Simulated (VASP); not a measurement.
PbS:

```
CELL_PARAMETERS angstrom
3.65366 0.00000 0.00000
0.00000 3.65366 0.00000
0.00000 0.00000 3.65366
ATOMIC_POSITIONS crystal
Pb 0.00000 0.00000 0.00000
S 0.50000 0.50000 0.50000
```

| Property | Result |
| --- | --- |
| Program | VASP 6.6.1 |
| Task | relaxation of cell and atoms |
| Functional | HSE06 |
| Potentials or basis | VASP PAW PBE potentials, release 64 (Pb_d, S) |
| Cutoff | 600 eV |
| k mesh | 4 × 4 × 4 |
| Occupations | fermi-dirac, width 0.05 eV |
| Spin | no spin polarisation |

At the start: pressure -2.1 GPa; volume 24.39 Å³/atom.

Problem. Where does the relaxation end?

Solution. Over 4 steps the energy falls by 7.2 meV/atom and the volume is 23.43 Å³/atom (-3.9 %); space group Pm-3m (No. 221, to 0.1 Å) before and after.

The path:
```tsv
step	energy change (eV)	largest force (eV/Å)	pressure (GPa)	volume (Å³)
1	0.0000	0.0000	-2.12	48.77
2	-0.0141	0.0000	0.31	46.53
3	-0.0144	0.0000	0.11	46.76
4	-0.0144	0.0000	-0.03	46.86
```

Final structure:
```
Pb S
1.0
     3.60512    0.00000    0.00000
     0.00000    3.60512    0.00000
     0.00000    0.00000    3.60512
Pb S
1 1
Cartesian
  0.0000 0.0000 0.0000
  1.8026 1.8026 1.8026
```

Caveat: the k points lie up to 0.44 Å⁻¹ apart in the final cell; the PAW data sets were made with another functional, which shifts forces and pressure a little.
